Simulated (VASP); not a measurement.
# Zn3Cu (Cmmm) in VASP: single point with r2SCAN

Aim: the single point of Zn3Cu with r2SCAN.

All numbers are computed with VASP 6.6.1; they aren't measurements. Logs are shortened: lines on timing, memory, paths and dates and some standing lists are left out, and cuts for length are marked.

## 1. The cell of the first run

Symmetry: Cmmm, No. 65, orthorhombic system. The conventional cell has a = 2.976 Å, b = 4.256 Å, c = 8.389 Å, α = 90.00°, β = 90.00°, γ = 90.00°. Within 3.3 Å of Zn (site symmetry mm2) lie 4 Cu at 2.49 to 2.92 Å and 10 Zn at 2.60 to 3.06 Å. Zn (site symmetry mmm) has 14 Zn at 2.60 to 3.06 Å within 3.4 Å. Within 3.3 Å of Cu (site symmetry mmm) lie 8 Zn at 2.49 to 2.92 Å and 6 Cu at 2.60 to 2.98 Å.

## 2. Single point, r2SCAN

Input file POSCAR:

```
Zn3Cu
1.0
    1.4879734435     -2.1279254810      0.0000000000
    1.4879734435      2.1279254810      0.0000000000
    0.0000000000      0.0000000000      8.3886183588
Zn Cu
3 1
Direct
    0.5000000000      0.5000000000      0.7621455974
    0.0000000000      0.0000000000      0.5000000000
    0.5000000000      0.5000000000      0.2378544026
    0.0000000000      0.0000000000      0.0000000000
```

Input file INCAR.step1:

```
PREC = Accurate
ENCUT = 660
ISMEAR = 1
SIGMA = 0.05
LREAL = F
LASPH = T
NELM = 120
NBANDS = 32
GGA = PE
ALGO = Normal
EDIFF = 1E-5
LWAVE = T
LCHARG = F
GGA_COMPAT = F
```

Input file INCAR.step2:

```
PREC = Accurate
ENCUT = 660
EDIFF = 1E-6
ISMEAR = 1
SIGMA = 0.05
LREAL = F
LASPH = T
NELM = 120
ALGO = Normal
ISIF = 2
LWAVE = F
LCHARG = F
METAGGA = R2SCAN
LMIXTAU = T
NBANDS = 32
ISTART = 1
GGA_COMPAT = F
```

Input file KPOINTS:

```
regular mesh
0
Gamma
  10 10 3
```

Potentials or basis: VASP PAW PBE potentials, release 64 (Zn, Cu).

Launch:

```console
cat potpaw_PBE.64/Zn/POTCAR potpaw_PBE.64/Cu/POTCAR > POTCAR
cp INCAR.step1 INCAR
mpirun -np 1 vasp_std > vasp.out
cp INCAR.step2 INCAR
mpirun -np 1 vasp_std > vasp.out
```

OUTCAR:

```text
PREC = Accurate
   ENCUT = 660
   EDIFF = 1E-6
   ISMEAR = 1
   LREAL = F
   LASPH = T
   NELM = 120
   ISIF = 2
   METAGGA = R2SCAN
   ISTART = 1

 ion  position               nearest neighbor table
   1  0.500  0.500  0.762-   4 2.49   4 2.49   2 2.66   2 2.66   4 2.92   4 2.92
   2  0.000  0.000  0.500-   1 2.66   3 2.66   1 2.66   3 2.66
   3  0.500  0.500  0.238-   4 2.49   4 2.49   2 2.66   2 2.66   4 2.92   4 2.92
   4  0.000  0.000  0.000-   1 2.49   3 2.49   1 2.49   3 2.49   1 2.92   3 2.92   1 2.92   3 2.92

  LATTYP: Found a base centered orthorhombic cell.
 ALAT       =     2.9759468870
 B/A-ratio  =     1.4300829698
 C/A-ratio  =     2.8188064765

  Lattice vectors:

 A1 = (   1.4879734435,  -2.1279254810,   0.0000000000)
 A2 = (   1.4879734435,   2.1279254810,   0.0000000000)
 A3 = (   0.0000000000,   0.0000000000,   8.3886183588)

Analysis of symmetry for initial positions (statically):
=====================================================================
 Subroutine PRICEL returns:
 Original cell was already a primitive cell.

 Routine SETGRP: Setting up the symmetry group for a
 base centered orthorhombic supercell.

 Subroutine GETGRP returns: Found  8 space group operations
 (whereof  8 operations were pure point group operations)
 out of a pool of  8 trial point group operations.

The static configuration has the point symmetry D_2h.

Analysis of symmetry for dynamics (positions and initial velocities):
=====================================================================
 Subroutine PRICEL returns:
 Original cell was already a primitive cell.

 Routine SETGRP: Setting up the symmetry group for a
 base centered orthorhombic supercell.

 Subroutine GETGRP returns: Found  8 space group operations
 (whereof  8 operations were pure point group operations)
 out of a pool of  8 trial point group operations.

The dynamic configuration has the point symmetry D_2h.

 Subroutine INISYM returns: Found  8 space group operations
 (whereof  8 operations are pure point group operations),
 and found     1 'primitive' translations

----------------------------------------------------------------------------------------

                                     Primitive cell

  volume of cell :      53.1217

  direct lattice vectors                    reciprocal lattice vectors
[... 89 lines left out ...]
   ENCUT  =  660.0 eV  48.51 Ry    6.96 a.u.   5.44  5.44 17.57*2*pi/ulx,y,z
   NELM   =    120;   NELMIN=  2; NELMDL=  0     # of ELM steps
   EDIFF  = 0.1E-05   stopping-criterion for ELM
   LREAL  =      F    real-space projection
   EDIFFG = 0.1E-04   stopping-criterion for IOM
   NSW    =      0    number of steps for IOM
   IBRION =     -1    ionic relax: 0-MD 1-quasi-New 2-CG
   NFREE  =      0    steps in history (QN), initial steepest desc. (CG)
   ISIF   =      2    stress and relaxation
   ISYM   =      2    0-nonsym 1-usesym 2-fastsym
   POTIM  = 0.5000    time-step for ionic-motion
   TEBEG  =    0.0;   TEEND  =   0.0 temperature during run
   PSTRESS=    0.0 pullay stress
   NELECT =      47.0000    total number of electrons
   NUPDOWN=      -1.0000    fix difference up-down
   EMIN   =  10.00;   EMAX   =-10.00  energy-range for DOS
   EFERMI =   0.00;   METHOD = LEGACY
   ISMEAR =     1;   SIGMA  =   0.05  broadening in eV -4-tet -1-fermi 0-gaus
   EFERMI_NEDOS =   21; number of points for ismear=-14 and -15
   IALGO  =     38    algorithm
   IMIX   =      4    mixing-type and parameters
     AMIX     =   0.40;   BMIX     =  1.00
     AMIX_MAG =   1.60;   BMIX_MAG =  1.00
  volume/ion in A,a.u.               =      13.28        89.62
  Fermi-wavevector in a.u.,A,eV,Ry     =   1.571629  2.969949 33.606643  2.470019
  Thomas-Fermi vector in A             =   2.673185
   LORBIT       =      0    0 simple, 1 ext, 2 COOP (PROOUT), +10 PAW based schemes
   METAGGA = R2SCAN    functional components
   LHFCALC =     F    Hartree Fock is set to
   AEXX    =    0.0000 exact exchange contribution
   IVDW    =     0    specifies the selected vdW correction
   LEPSILON=     F    determine dielectric tensor
   LRPA    =     F    only Hartree local field effects (RPA)
 non-spin polarized calculation
 Methfessel and Paxton  Order N= 1 SIGMA  =   0.05
  energy-cutoff  :      660.00
  volume of cell :       53.12
 maximum number of plane-waves:      2071
 NGX is ok and might be reduce to    24
   NGX = 11   NGY = 11   NGZ = 35

 number of electron      46.9999979 magnetization

 Free energy of the ion-electron system (eV)
  ---------------------------------------------------
  ext. energy  EPLUGINS =         0.00000000
  ---------------------------------------------------
  free energy    TOTEN  =       -37.56086046 eV

  energy without entropy =      -37.56059275  energy(sigma->0) =      -37.56077122

 E-fermi :   4.7353     XC(G=0): -13.4025

 val. band max:        4.6129344224   @ k =   0.4000   0.4000   0.3333
 cond. band min:       4.7354085925   @ k =   0.4000   0.3000   0.3333
 fundamental gap:      0.1224741701
 Fermi energy:         4.7352814617

 k-point     1 :       0.0000    0.0000    0.0000
  band No.  band energies     occupation
      1      -6.8539      2.00000
      2      -5.0894      2.00000
      3      -4.7929      2.00000
      4      -4.0940      2.00000
      5      -3.9584      2.00000
      6      -3.8880      2.00000
[... 829 lines left out ...]
     31      12.1164      0.00000
     32      12.6175      0.00000

 [... further k-points ...]

------------------------ aborting loop because EDIFF is reached ----------------------------------------

  FORCE on cell =-STRESS in cart. coord.  units (eV):
  Direction    XX          YY          ZZ          XY          YZ          ZX
  --------------------------------------------------------------------------------------
  -------------------------------------------------------------------------------------
  Total        0.7898940     -0.0583302     -0.3583201      0.0000000      0.0000000      0.0000000
  in kB       23.8235988     -1.7592682    -10.8071135      0.0000000      0.0000000      0.0000000
  external PRESSURE =       3.7524057 kB  Pullay stress =       0.0000000 kB

 VOLUME and BASIS-vectors are now :
 -----------------------------------------------------------------------------
  energy-cutoff  :      660.00
  volume of cell :       53.12
      direct lattice vectors                 reciprocal lattice vectors
     1.487973444 -2.127925481  0.000000000     0.336027502 -0.234970634  0.000000000
     1.487973444  2.127925481  0.000000000     0.336027502  0.234970634  0.000000000
     0.000000000  0.000000000  8.388618359     0.000000000  0.000000000  0.119209142

 POSITION                                       TOTAL-FORCE (eV/Angst)
 -----------------------------------------------------------------------------------
      1.48797      0.00000      6.39335        -0.000000     -0.000000     -0.004122
      0.00000      0.00000      4.19431         0.000000     -0.000000      0.000000
      1.48797      0.00000      1.99527         0.000000     -0.000000      0.004122
      0.00000      0.00000      0.00000         0.000000      0.000000      0.000000
 -----------------------------------------------------------------------------------
    total drift:                                0.000000     -0.000000     -0.000000

  FREE ENERGIE OF THE ION-ELECTRON SYSTEM (eV)
  ---------------------------------------------------
  free  energy   TOTEN  =       -37.5608604579 eV

  energy  without entropy=      -37.5605927513  energy(sigma->0) =      -37.56077122
```

OUTCAR.step1:

```text
PREC = Accurate
   ENCUT = 660
   ISMEAR = 1
   LREAL = F
[... 1071 lines left out ...]
      1.48797      0.00000      6.39335        -0.000000      0.000000     -0.061860
      0.00000      0.00000      4.19431         0.000000      0.000000      0.000000
      1.48797      0.00000      1.99527         0.000000      0.000000      0.061860
      0.00000      0.00000      0.00000         0.000000      0.000000      0.000000
 -----------------------------------------------------------------------------------
    total drift:                                0.000000     -0.000000     -0.000000

  FREE ENERGIE OF THE ION-ELECTRON SYSTEM (eV)
  ---------------------------------------------------
  free  energy   TOTEN  =        -6.9831586910 eV

  energy  without entropy=       -6.9830501947  energy(sigma->0) =       -6.98312253
```

OSZICAR.step1:

```text
N       E                     dE             d eps       ncg     rms          rms(c)
DAV:   1     0.335134239625E+03    0.33513E+03   -0.25562E+04  4104   0.285E+03
DAV:   2     0.192349416559E+02   -0.31590E+03   -0.29947E+03  3968   0.456E+02
DAV:   3    -0.783262083917E+01   -0.27068E+02   -0.26467E+02  4464   0.148E+02
DAV:   4    -0.825019004638E+01   -0.41757E+00   -0.41725E+00  4464   0.191E+01
DAV:   5    -0.825534267102E+01   -0.51526E-02   -0.51522E-02  4552   0.226E+00    0.102E+01
DAV:   6    -0.782033033533E+01    0.43501E+00   -0.12469E+01  5296   0.686E+01    0.616E+00
DAV:   7    -0.700284050565E+01    0.81749E+00   -0.31244E+00  5024   0.594E+01    0.379E+00
DAV:   8    -0.699603697087E+01    0.68035E-02   -0.25664E-01  4168   0.658E+00    0.177E+00
DAV:   9    -0.698342232669E+01    0.12615E-01   -0.38020E-02  4888   0.596E+00    0.236E-01
DAV:  10    -0.698310318245E+01    0.31914E-03   -0.47402E-03  5128   0.226E+00    0.897E-02
DAV:  11    -0.698315308576E+01   -0.49903E-04   -0.11077E-03  4864   0.376E-01    0.325E-02
DAV:  12    -0.698316072653E+01   -0.76408E-05   -0.19926E-04  4768   0.440E-01    0.167E-02
DAV:  13    -0.698315869097E+01    0.20356E-05   -0.30431E-05  3536   0.213E-01
   1 F= -.69831587E+01 E0= -.69831225E+01  d E =-.108496E-03
```

Run time: 11 min. Hardware: 1 thread of Intel Xeon 8259CL, shared host; peak memory 0.29 GiB.

Results:

| Quantity | Value |
| --- | --- |
| Free energy | -37.5609 eV |
| Pressure | 0.4 GPa |
| Largest force | 0.004 eV/Å |
| Band gap on the k mesh | zero (an odd number of electrons rules out a gap without spin polarisation) |

Forces in eV/Å, atoms in the order of the input:
```
Zn   0.000  0.000 -0.004
Zn   0.000  0.000  0.000
Zn   0.000  0.000  0.004
Cu   0.000  0.000  0.000
```

Caveat: the PAW data sets were made with another functional, which shifts forces and pressure a little.
